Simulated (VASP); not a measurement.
# AlN (Imm2) in VASP: a series of runs

AlN is run at these levels: r2SCAN; tasks: single point.

Everything below comes from runs of VASP 6.6.1. Logs are shortened: lines on timing, memory, paths and dates and some standing lists are left out, and cuts for length are marked.

### Step 1. The cell of the first run

Symmetry: Imm2, No. 44, orthorhombic system. The conventional cell has a = 2.886 Å, b = 3.291 Å, c = 4.368 Å, α = 90.00°, β = 90.00°, γ = 90.00°. Al (site symmetry mm2) has 4 N at 1.81 to 1.97 Å within 2.4 Å. Within 2.4 Å of N (site symmetry mm2) lie 4 Al at 1.81 to 1.97 Å.

### Step 2. Single point, r2SCAN (strain +0.1312 x Voigt [0, 0, 0, 0, 1, 0])

POSCAR

```
AlN
1.0
    0.1432699775      2.1839935596      2.1839935596
    2.3272635371      0.0000000000      2.3272635371
    2.1839935596      2.1839935596      0.1432699775
Al N
1 1
Direct
    0.0000000000      0.0000000000      0.0000000000
    0.7500000000      0.7500000000      0.7500000000
```

INCAR.step1

```
PREC = Accurate
ENCUT = 520
ISMEAR = 0
SIGMA = 0.05
LREAL = F
LASPH = T
NELM = 60
NBANDS = 11
GGA = PE
ALGO = Normal
EDIFF = 1E-4
LWAVE = T
LCHARG = F
```

INCAR.step2

```
PREC = Accurate
ENCUT = 520
EDIFF = 1E-6
ISMEAR = 0
SIGMA = 0.05
LREAL = F
LASPH = T
NELM = 60
ALGO = Normal
ISIF = 2
LWAVE = F
LCHARG = F
METAGGA = R2SCAN
LMIXTAU = T
NBANDS = 11
ISTART = 1
```

KPOINTS

```
Automatic mesh
0
Gamma
  10 10 10
```

Potentials or basis: VASP PAW PBE potentials, release 64 (Al, N).

Launch:

```
cat potpaw_PBE.64/Al/POTCAR potpaw_PBE.64/N/POTCAR > POTCAR
cp INCAR.step1 INCAR
mpirun -np 1 vasp_std > vasp.out
cp INCAR.step2 INCAR
mpirun -np 1 vasp_std > vasp.out
```

OUTCAR:

```text
PREC = Accurate
   ENCUT = 520
   EDIFF = 1E-6
   ISMEAR = 0
   LREAL = F
   LASPH = T
   NELM = 60
   ISIF = 2
   METAGGA = R2SCAN
   ISTART = 1

 ion  position               nearest neighbor table
   1  0.000  0.000  0.000-   2 1.81   2 1.81   2 1.97   2 1.97
   2  0.750  0.750  0.750-   1 1.81   1 1.81   1 1.97   1 1.97

  LATTYP: Found a body centered orthorhombic cell.
 ALAT       =     2.8860189669
 B/A-ratio  =     1.1404109589
 C/A-ratio  =     1.5134991036

  Lattice vectors:

 A1 = (   0.1432699775,  -2.1839935596,   2.1839935596)
 A2 = (  -0.1432699775,  -2.1839935596,  -2.1839935596)
 A3 = (   2.1839935596,   2.1839935596,   0.1432699775)

Analysis of symmetry for initial positions (statically):
=====================================================================
 Subroutine PRICEL returns:
 Original cell was already a primitive cell.

 Routine SETGRP: Setting up the symmetry group for a
 body centered orthorhombic supercell.

 Subroutine GETGRP returns: Found  4 space group operations
 (whereof  4 operations were pure point group operations)
 out of a pool of  8 trial point group operations.

The static configuration has the point symmetry C_2v.

Analysis of symmetry for dynamics (positions and initial velocities):
=====================================================================
 Subroutine PRICEL returns:
 Original cell was already a primitive cell.

 Routine SETGRP: Setting up the symmetry group for a
 body centered orthorhombic supercell.

 Subroutine GETGRP returns: Found  4 space group operations
 (whereof  4 operations were pure point group operations)
 out of a pool of  8 trial point group operations.

The dynamic configuration has the point symmetry C_2v.

 Subroutine INISYM returns: Found  4 space group operations
 (whereof  4 operations are pure point group operations),
 and found     1 'primitive' translations

----------------------------------------------------------------------------------------

                                     Primitive cell

  volume of cell :      20.7449

  direct lattice vectors                    reciprocal lattice vectors
     0.143269978  2.183993560  2.183993560    -0.245011134  0.228938404  0.245011134
     2.327263537  0.000000000  2.327263537     0.214844598 -0.228938404  0.214844598
     2.183993560  2.183993560  0.143269978     0.245011134  0.228938404 -0.245011134

  length of vectors
     3.091954402  3.291247657  3.091954402     0.415299536  0.380432906  0.415299536

  position of ions in fractional coordinates (direct lattice)
     0.000000000  0.000000000  0.000000000
     0.750000000  0.750000000  0.750000000

  ion indices of the primitive-cell ions
   primitive index   ion index
                 1           1
                 2           2

----------------------------------------------------------------------------------------

 KPOINTS: Automatic mesh

Automatic generation of k-mesh.
 Grid dimensions read from file:
 generate k-points for:   10   10   10

 Generating k-lattice:

  Cartesian coordinates                     Fractional coordinates (reciprocal lattice)
    -0.024501113  0.022893840  0.024501113     0.100000000  0.000000000 -0.000000000
     0.021484460 -0.022893840  0.021484460     0.000000000  0.100000000  0.000000000
     0.024501113  0.022893840 -0.024501113     0.000000000  0.000000000  0.100000000

  Length of vectors
     0.041529954  0.038043291  0.041529954

  Shift w.r.t. Gamma in fractional coordinates (k-lattice)
     0.000000000  0.000000000  0.000000000

 Subroutine IBZKPT returns following result:
 ===========================================

 Found    171 irreducible k-points:

 Following reciprocal coordinates:
            Coordinates               Weight
  0.000000  0.000000  0.000000      1.000000
  0.100000  0.000000 -0.000000      4.000000
  0.200000  0.000000 -0.000000      4.000000
  0.300000  0.000000 -0.000000      4.000000
  0.400000  0.000000 -0.000000      4.000000
  0.500000  0.000000 -0.000000      2.000000
[... 16 lines left out ...]
 -0.400000  0.200000  0.000000      8.000000
 -0.300000  0.200000 -0.000000      8.000000
 [... further k-points ...]
   k-points           NKPTS =    171   k-points in BZ     NKDIM =    171   number of bands    NBANDS=     11
   number of dos      NEDOS =    301   number of ions     NIONS =      2
   total plane-waves  NPLWV =  13824
   dimension x,y,z NGX =    24 NGY =   24 NGZ =   24
   dimension x,y,z NGXF=    48 NGYF=   48 NGZF=   48
   ions per type =               1   1
   NGX,Y,Z   is equivalent  to a cutoff of  12.90, 12.12, 12.90 a.u.
   NGXF,Y,Z  is equivalent  to a cutoff of  25.81, 24.25, 25.81 a.u.
 SYSTEM =  unknown system
   PREC   = accura    normal or accurate (medium, high low for compatibility)
   ISTART =      1    job   : 0-new  1-cont  2-samecut
   ICHARG =      0    charge: 1-file 2-atom 10-const
   ISPIN  =      1    spin polarized calculation?
   LNONCOLLINEAR =      F non collinear calculations
   LSORBIT =      F    spin-orbit coupling
   LASPH  =      T    aspherical Exc in radial PAW
   ENCUT  =  520.0 eV  38.22 Ry    6.18 a.u.   5.75  6.12  5.75*2*pi/ulx,y,z
   NELM   =     60;   NELMIN=  2; NELMDL=  0     # of ELM steps
   EDIFF  = 0.1E-05   stopping-criterion for ELM
   LREAL  =      F    real-space projection
   EDIFFG = 0.1E-04   stopping-criterion for IOM
   NSW    =      0    number of steps for IOM
   IBRION =     -1    ionic relax: 0-MD 1-quasi-New 2-CG
   NFREE  =      0    steps in history (QN), initial steepest desc. (CG)
   ISIF   =      2    stress and relaxation
   ISYM   =      2    0-nonsym 1-usesym 2-fastsym
   POTIM  = 0.5000    time-step for ionic-motion
   TEBEG  =    0.0;   TEEND  =   0.0 temperature during run
   PSTRESS=    0.0 pullay stress
   NELECT =       8.0000    total number of electrons
   NUPDOWN=      -1.0000    fix difference up-down
   EMIN   =  10.00;   EMAX   =-10.00  energy-range for DOS
   EFERMI =   0.00;   METHOD = LEGACY
   ISMEAR =     0;   SIGMA  =   0.05  broadening in eV -4-tet -1-fermi 0-gaus
   EFERMI_NEDOS =   21; number of points for ismear=-14 and -15
   IALGO  =     38    algorithm
   IMIX   =      4    mixing-type and parameters
     AMIX     =   0.40;   BMIX     =  1.00
     AMIX_MAG =   1.60;   BMIX_MAG =  1.00
  volume/ion in A,a.u.               =      10.37        70.00
  Fermi-wavevector in a.u.,A,eV,Ry     =   1.191611  2.251818 19.319409  1.419936
  Thomas-Fermi vector in A             =   2.327668
   LORBIT       =      0    0 simple, 1 ext, 2 COOP (PROOUT), +10 PAW based schemes
   METAGGA = R2SCAN    functional components
   LHFCALC =     F    Hartree Fock is set to
   AEXX    =    0.0000 exact exchange contribution
   IVDW    =     0    specifies the selected vdW correction
   LEPSILON=     F    determine dielectric tensor
   LRPA    =     F    only Hartree local field effects (RPA)
 non-spin polarized calculation
 Gauss-broadening in eV      SIGMA  =   0.05
  energy-cutoff  :      520.00
  volume of cell :       20.74
 maximum number of plane-waves:       569
   NGX = 11   NGY = 13   NGZ = 11

 number of electron       8.0000000 magnetization

 Free energy of the ion-electron system (eV)
  ---------------------------------------------------
  ext. energy  EPLUGINS =         0.00000000
  ---------------------------------------------------
  free energy    TOTEN  =       -18.90855707 eV

  energy without entropy =      -18.90855707  energy(sigma->0) =      -18.90855707

 E-fermi :   6.3538     XC(G=0): -11.4325

 val. band max:        6.1640401677   @ k =   0.0000   0.0000   0.0000
 cond. band min:       9.3375425454   @ k =   0.5000   0.0000   0.5000
 fundamental gap:      3.1735023776
 Fermi energy:         6.3538094828

 k-point     1 :       0.0000    0.0000    0.0000
  band No.  band energies     occupation
      1     -10.0511      2.00000
      2       5.4106      2.00000
      3       5.6464      2.00000
      4       6.1640      2.00000
      5      10.2974      0.00000
      6      17.5830      0.00000
      7      19.8185      0.00000
      8      21.2637      0.00000
      9      24.1443      0.00000
     10      24.6351      0.00000
     11      25.4766      0.00000

 k-point     2 :       0.1000    0.0000   -0.0000
  band No.  band energies     occupation
      1      -9.8857      2.00000
      2       5.1310      2.00000
      3       5.3612      2.00000
      4       5.8173      2.00000
      5      10.8859      0.00000
      6      17.8220      0.00000
      7      19.7812      0.00000
      8      20.7765      0.00000
      9      22.6738      0.00000
     10      23.0787      0.00000
     11      25.4518      0.00000

 k-point     3 :       0.2000    0.0000   -0.0000
  band No.  band energies     occupation
      1      -9.4156      2.00000
      2       3.6006      2.00000
      3       5.2415      2.00000
      4       5.5449      2.00000
      5      11.9127      0.00000
      6      18.0636      0.00000
      7      18.7949      0.00000
      8      19.9845      0.00000
      9      21.5471      0.00000
     10      23.0759      0.00000
     11      24.5000      0.00000

 k-point     4 :       0.3000    0.0000   -0.0000
  band No.  band energies     occupation
      1      -8.7346      2.00000
      2       1.9244      2.00000
      3       5.1114      2.00000
      4       5.3036      2.00000
      5      12.7172      0.00000
      6      17.4512      0.00000
      7      17.5077      0.00000
      8      18.9846      0.00000
      9      22.4693      0.00000
     10      23.8474      0.00000
     11      25.2922      0.00000

 k-point     5 :       0.4000    0.0000   -0.0000
  band No.  band energies     occupation
      1      -8.0561      2.00000
      2       0.5833      2.00000
      3       5.0186      2.00000
      4       5.1319      2.00000
      5      13.1731      0.00000
      6      16.5557      0.00000
      7      16.7291      0.00000
      8      18.2697      0.00000
      9      24.5537      0.00000
     10      24.5614      0.00000
     11      27.4076      0.00000
[... 211 lines left out ...]
 k-point    21 :       0.4000    0.2000   -0.0000
  band No.  band energies     occupation
      1      -8.1194      2.00000
      2       1.4394      2.00000
      3       4.3805      2.00000
      4       4.5926      2.00000
      5      12.4841      0.00000
      6      16.2502      0.00000
      7      17.5722      0.00000
      8      19.7461      0.00000
      9      22.0043      0.00000
     10      27.1035      0.00000
     11      28.4787      0.00000

 k-point    22 :       0.5000    0.2000   -0.0000
  band No.  band energies     occupation
      1      -7.6333      2.00000
      2       0.6962      2.00000
      3       3.7902      2.00000
      4       4.6300      2.00000
      5      12.8127      0.00000
      6      15.6006      0.00000
      7      18.3345      0.00000
      8      19.2042      0.00000
      9      22.8037      0.00000
     10      27.8009      0.00000
     11      28.8427      0.00000

 k-point    23 :      -0.4000    0.2000    0.0000
  band No.  band energies     occupation
      1      -7.6042      2.00000
      2       0.6882      2.00000
      3       3.3410      2.00000
      4       4.8408      2.00000
      5      13.4445      0.00000
      6      15.2188      0.00000
      7      18.4448      0.00000
      8      19.1636      0.00000
      9      24.0152      0.00000
     10      26.6254      0.00000
     11      28.0898      0.00000

 k-point    24 :      -0.3000    0.2000   -0.0000
  band No.  band energies     occupation
      1      -8.0501      2.00000
      2       1.2872      2.00000
      3       3.3580      2.00000
      4       5.1566      2.00000
      5      14.0252      0.00000
      6      15.3990      0.00000
      7      18.3049      0.00000
      8      19.0307      0.00000
      9      23.7543      0.00000
     10      25.8962      0.00000
     11      27.9984      0.00000

 [... further k-points ...]

------------------------ aborting loop because EDIFF is reached ----------------------------------------

  FORCE on cell =-STRESS in cart. coord.  units (eV):
  Direction    XX          YY          ZZ          XY          YZ          ZX
  --------------------------------------------------------------------------------------
  -------------------------------------------------------------------------------------
  Total        0.7059930      0.3509371      0.7059930      0.0000000      0.0000000     -4.1328224
  in kB       54.5255305     27.1037085     54.5255305      0.0000000      0.0000000   -319.1877619
  external PRESSURE =      45.3849232 kB  Pullay stress =       0.0000000 kB

 VOLUME and BASIS-vectors are now :
 -----------------------------------------------------------------------------
  energy-cutoff  :      520.00
  volume of cell :       20.74
      direct lattice vectors                 reciprocal lattice vectors
     0.143269978  2.183993560  2.183993560    -0.245011134  0.228938404  0.245011134
     2.327263537  0.000000000  2.327263537     0.214844598 -0.228938404  0.214844598
     2.183993560  2.183993560  0.143269978     0.245011134  0.228938404 -0.245011134

 POSITION                                       TOTAL-FORCE (eV/Angst)
 -----------------------------------------------------------------------------------
      0.00000      0.00000      0.00000        -0.000000     -1.223570     -0.000000
      3.49090      3.27599      3.49090         0.000000      1.223570      0.000000
 -----------------------------------------------------------------------------------
    total drift:                               -0.000008      0.008905     -0.000008

  FREE ENERGIE OF THE ION-ELECTRON SYSTEM (eV)
  ---------------------------------------------------
  free  energy   TOTEN  =       -18.9085570743 eV

  energy  without entropy=      -18.9085570743  energy(sigma->0) =      -18.90855707
```

It took 2.3 min on 1 thread of Intel Xeon 8259CL, shared host; peak memory 0.17 GiB.

Results:

```yaml
Free_energy: -18.9086 eV
Pressure: 4.5 GPa
Largest_force: 1.224 eV/Å
Band_gap_on_the_k_mesh: 3.17 eV (least direct gap 4.13 eV)
```

Forces in eV/Å, atoms in the order of the input:
```
Al   0.000 -1.224  0.000
N    0.000  1.224  0.000
```

Stress tensor (GPa, compression positive):
```
  5.45   0.00 -31.92
  0.00   2.71   0.00
-31.92   0.00   5.45
```

Levels at points of the mesh, in eV from the valence-band top:
```csv
k point,band 1,band 2,band 3,band 4,band 5,band 6,band 7,band 8,band 9
"(0.00, 0.00, 0.00)",-16.22,-0.75,-0.52,0.00,4.13,11.42,13.65,15.10,17.98
"(0.50, 0.00, 0.00)",-13.91,-6.12,-1.18,-1.09,7.16,10.03,10.29,11.86,18.86
"(0.00, 0.50, 0.00)",-14.44,-6.54,-0.80,-0.45,8.21,10.08,11.97,13.19,18.98
"(0.50, 0.50, 0.00)",-13.51,-5.36,-2.21,-2.19,3.51,9.13,14.08,16.43,16.95
"(0.50, 0.00, 0.50)",-13.61,-5.41,-3.00,-1.36,3.17,9.69,14.68,16.23,17.21
```

Caveat: the cell differs from its parent crystal (strain +0.1312 x Voigt [0, 0, 0, 0, 1, 0]); the cell stands under pressure; the PAW data sets were made with another functional, which shifts forces and pressure a little. A k mesh can miss the band edges.

### Step 3. Single point, r2SCAN (strain +0.0937 x Voigt [0, 0, 0, 0, 1, 0])

POSCAR

```
AlN
1.0
    0.1023200983      2.1839935596      2.1839935596
    2.2863136579      0.0000000000      2.2863136579
    2.1839935596      2.1839935596      0.1023200983
Al N
1 1
Direct
    0.0000000000      0.0000000000      0.0000000000
    0.7500000000      0.7500000000      0.7500000000
```

INCAR.step1

```
SYSTEM = AlN
PREC     = Accurate       ! precision mode
ENCUT    = 520            ! plane-wave cutoff, eV
ISMEAR   = 0              ! smearing method
SIGMA    = 0.05           ! smearing width, eV
LREAL    = .False.        ! projectors in reciprocal space
LASPH    = .True.         ! aspherical terms in the spheres
NELM     = 60             ! most SCF steps
NBANDS   = 11             ! bands
GGA      = PE             ! functional
ALGO     = Normal         ! electronic algorithm
EDIFF    = 1E-4           ! SCF threshold, eV
LWAVE    = .True.         ! write WAVECAR
LCHARG   = .False.        ! write CHGCAR
```

INCAR.step2

```
SYSTEM = AlN
PREC     = Accurate       ! precision mode
ENCUT    = 520            ! plane-wave cutoff, eV
EDIFF    = 1E-6           ! SCF threshold, eV
ISMEAR   = 0              ! smearing method
SIGMA    = 0.05           ! smearing width, eV
LREAL    = .False.        ! projectors in reciprocal space
LASPH    = .True.         ! aspherical terms in the spheres
NELM     = 60             ! most SCF steps
ALGO     = Normal         ! electronic algorithm
ISIF     = 2              ! what is computed and relaxed
LWAVE    = .False.        ! write WAVECAR
LCHARG   = .False.        ! write CHGCAR
METAGGA  = R2SCAN         ! meta-GGA
LMIXTAU  = .True.       
NBANDS   = 11             ! bands
ISTART   = 1
```

KPOINTS

```
regular mesh
0
Gamma
  10 10 10
  0 0 0
```

Potentials or basis: VASP PAW PBE potentials, release 64 (Al, N).

Launch:

```
cat potpaw_PBE.64/Al/POTCAR potpaw_PBE.64/N/POTCAR > POTCAR
cp INCAR.step1 INCAR
mpirun -np 1 vasp_std > vasp.out
cp INCAR.step2 INCAR
mpirun -np 1 vasp_std > vasp.out
```

Wall time 2.2 min (1 thread of Intel Xeon 8259CL, shared host); peak memory 0.17 GiB.

The run converged. Its results:

| Property | Result |
| --- | --- |
| Free energy | -19.0425 eV |
| Pressure | 2.2 GPa |
| Largest force | 0.850 eV/Å |
| Band gap on the k mesh | 3.47 eV (least direct gap 4.43 eV) |

Forces on the atoms (eV/Å):
```
Al   0.000 -0.850  0.000
N    0.000  0.850  0.000
```

Stress tensor (GPa, compression positive):
```
  2.70   0.00 -22.55
  0.00   1.30   0.00
-22.55   0.00   2.70
```

Levels at points of the mesh, in eV from the valence-band top:
```tsv
k point	band 1	band 2	band 3	band 4	band 5	band 6	band 7	band 8
(0.00, 0.00, 0.00)	-16.05	-0.53	-0.34	0.00	4.43	12.01	13.52	14.62
(0.50, 0.00, 0.00)	-13.84	-6.04	-0.98	-0.90	7.47	10.32	10.74	11.85
(0.00, 0.50, 0.00)	-14.22	-6.34	-0.69	-0.47	8.28	10.36	11.91	12.80
(0.50, 0.50, 0.00)	-13.38	-5.23	-2.08	-2.07	3.65	9.23	14.51	16.62
(0.50, 0.00, 0.50)	-13.43	-5.26	-2.65	-1.49	3.47	9.52	14.87	16.43
```

Caveat: the cell differs from its parent crystal (strain +0.0937 x Voigt [0, 0, 0, 0, 1, 0]); the PAW data sets were made with another functional, which shifts forces and pressure a little. A k mesh can miss the band edges.
